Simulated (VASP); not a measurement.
Runs of VASP 6.6.1 on Hf. The structure is that of space group P6_3/mmc (No. 194), or close to it. The cells are those of the table. 

```tsv
cell	gap on the mesh (eV)	pressure (GPa)
a = 3.073, b = 3.073, c = 4.890 Å, angles 90.0, 90.0, 120.0°, 2 atoms	none	9.6
a = 3.096, b = 3.096, c = 4.921 Å, angles 90.0, 90.0, 120.0°, 2 atoms	none	6.6
a = 3.139, b = 3.139, c = 4.979 Å, angles 90.0, 90.0, 120.0°, 2 atoms	none	(b)
a = 3.149, b = 3.149, c = 4.991 Å, angles 90.0, 90.0, 120.0°, 2 atoms	none	0.6
a = 3.158, b = 3.158, c = 5.004 Å, angles 90.0, 90.0, 120.0°, 2 atoms	none	(a)
```

Alike in all rows: task single point; level PBEsol; potentials or basis VASP PAW PBE potentials, release 64 (Hf_pv); no spin polarisation; k mesh 18 × 18 × 10; cutoff (eV) 500; smearing fermi-dirac 0.1 eV.

Question: Estimate the missing entries.

Answer: (a) -0.4; (b) 1.6.

Caveats: the PAW data sets were made with another functional, which shifts forces and pressure a little; spin-orbit coupling is left out, which moves the levels of the heavy elements.

A k mesh can miss the band edges, and the runs leave out spin-orbit coupling on Hf.

A gap of «none» marks levels without a gap at the run's occupations.
